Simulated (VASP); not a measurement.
SiNi3:

```
CELL_PARAMETERS angstrom
3.54200 0.00000 0.00000
0.00000 3.54200 0.00000
0.00000 0.00000 3.54200
ATOMIC_POSITIONS crystal
Ni 0.50000 0.50000 0.00000
Ni 0.50000 0.00000 0.50000
Ni 0.00000 0.50000 0.50000
Si 0.00000 0.00000 0.00000
```

```yaml
Program: VASP 6.6.1
Task: relaxation of cell and atoms
Functional: PBE
Dispersion: D4
Potentials_or_basis: VASP PAW PBE potentials, release 64 (Ni, Si)
Cutoff: 600 eV
k_mesh: 8 × 8 × 8
Occupations: fermi-dirac, width 0.05 eV
Spin: collinear spin, ferromagnetic start
Starting_moments: "[1.0, 1.0, 1.0, 0.0] μB"
```

At the start: pressure -12.4 GPa; volume 11.11 Å³/atom.

Problem. How do energy, volume and symmetry change on relaxing?

Solution. Over 3 steps the energy falls by 27.7 meV/atom and the volume is 10.45 Å³/atom (-6.0 %); space group Pm-3m (No. 221, to 0.05 Å); moment 0.00 μB per cell.

The path:
```
step  energy change (eV)  largest force (eV/Å)  pressure (GPa)  volume (Å³)
   1              0.0000                0.0000          -12.45        44.44
   2              0.0272                0.0000           17.80        39.11
   3             -0.1108                0.0000           -0.14        41.79
```

Final structure:
```yaml
crystal:
  lattice:
    - [3.47021, 0.00000, 0.00000]
    - [0.00000, 3.47021, 0.00000]
    - [0.00000, 0.00000, 3.47021]
  atoms:
    - { symbol: Ni, position: [0.50000, 0.50000, 0.00000] }
    - { symbol: Ni, position: [0.50000, 0.00000, 0.50000] }
    - { symbol: Ni, position: [0.00000, 0.50000, 0.50000] }
    - { symbol: Si, position: [0.00000, 0.00000, 0.00000] }
```

Caveat: pairwise dispersion overbinds metals, which lowers pressure and volume.
